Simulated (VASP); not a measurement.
Input of a VASP 6.6.1 run:

INCAR

```
PREC = Accurate
ENCUT = 520
EDIFF = 1E-7
ISMEAR = 0
SIGMA = 0.05
LREAL = False
LASPH = True
NELM = 100
ALGO = Normal
ISIF = 2
LWAVE = False
LCHARG = True
LELF = True
LVHAR = True
NBANDS = 11
```

Contents of KPOINTS:

```
Automatic mesh
0
Gamma
  12 12 12
```

The input POSCAR:

```
BN
1.0
    0.0271950150      1.8130010000      1.8130010000
    1.8401960150      0.0000000000      1.8401960150
    1.8130010000      1.8130010000      0.0271950150
B N
1 1
Direct
    0.0000000000      0.0000000000      0.0000000000
    0.7500000000      0.7500000000      0.7500000000
```

Potentials or basis: VASP PAW LDA potentials, release 64 (B, N).

Launch:

```sh
$ cat potpaw_LDA.64/B/POTCAR potpaw_LDA.64/N/POTCAR > POTCAR
$ mpirun -np 1 vasp_std > vasp.out
```

Q: Predict the pressure.

A: -13.0 GPa.

Q: What does it give for the largest force?

A: 0.033 eV/Å.

Forces on the atoms (eV/Å):
```
B    0.000 -0.033  0.000
N    0.000  0.033  0.000
```

Caveat: the cell differs from its parent crystal (strain +0.0300 x Voigt [0, 0, 0, 0, 1, 0]); the cell stands under tension.
